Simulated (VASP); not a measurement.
A run of VASP 6.6.1 is set up as follows.

INCAR

```
SYSTEM = CO2
PREC     = Accurate       ! precision mode
ENCUT    = 520            ! plane-wave cutoff, eV
EDIFF    = 1E-7           ! SCF threshold, eV
ISMEAR   = -1             ! smearing method
SIGMA    = 0.02           ! smearing width, eV
LREAL    = .False.        ! projectors in reciprocal space
LASPH    = .True.         ! aspherical terms in the spheres
NELM     = 120            ! most SCF steps
ALGO     = Normal         ! electronic algorithm
ISIF     = 2              ! what is computed and relaxed
LWAVE    = .False.        ! write WAVECAR
LCHARG   = .False.        ! write CHGCAR
GGA      = PE             ! functional
IBRION   = 2              ! ionic algorithm
NSW      = 80             ! ionic steps
EDIFFG   = -0.02          ! ionic threshold
GGA_COMPAT= .False.      
NELMIN   = 4
```

Contents of KPOINTS:

```
Automatic mesh
0
Gamma
  5 3 5
  0 0 0
```

File POSCAR:

```
CO2
1.0
    4.3441000000      0.0000000000      0.0000000000
    0.0000000000      6.1110000000      0.0000000000
    0.0000000000      0.0000000000      4.2850000000
C O
4 8
Direct
    0.0000000000      0.3230000000      0.2500000000
    0.5000000000      0.1770000000      0.7500000000
    0.0000000000      0.6770000000      0.7500000000
    0.5000000000      0.8230000000      0.2500000000
    0.2720000000      0.3700000000      0.4670000000
    0.2280000000      0.1300000000      0.9670000000
    0.7720000000      0.1300000000      0.5330000000
    0.7280000000      0.3700000000      0.0330000000
    0.7280000000      0.6300000000      0.5330000000
    0.7720000000      0.8700000000      0.0330000000
    0.2280000000      0.8700000000      0.4670000000
    0.2720000000      0.6300000000      0.9670000000
```

Potentials or basis: VASP PAW PBE potentials, release 64 (C, O).

Command:

```bash
$ cat potpaw_PBE.64/C/POTCAR potpaw_PBE.64/O/POTCAR > POTCAR
$ mpirun -np 1 vasp_std > vasp.out
```

Question: Predict the band gap on the k mesh.

Answer: 6.87 eV (least direct gap 7.04 eV).

Question: Predict the energy gained by relaxing.

Answer: 1851.3 meV/atom.

Forces on the atoms (eV/Å):
```
C    0.000  0.001  0.000
C    0.000 -0.001  0.000
C    0.000 -0.001  0.000
C    0.000  0.001  0.000
O    0.002  0.018 -0.003
O   -0.002 -0.018 -0.003
O    0.002 -0.018  0.003
O   -0.002  0.018  0.003
O   -0.002 -0.018  0.003
O    0.002  0.018  0.003
O   -0.002  0.018 -0.003
O    0.002 -0.018 -0.003
```

Caveat: an odd mesh through Γ misses points on the zone boundary, where band edges can lie.
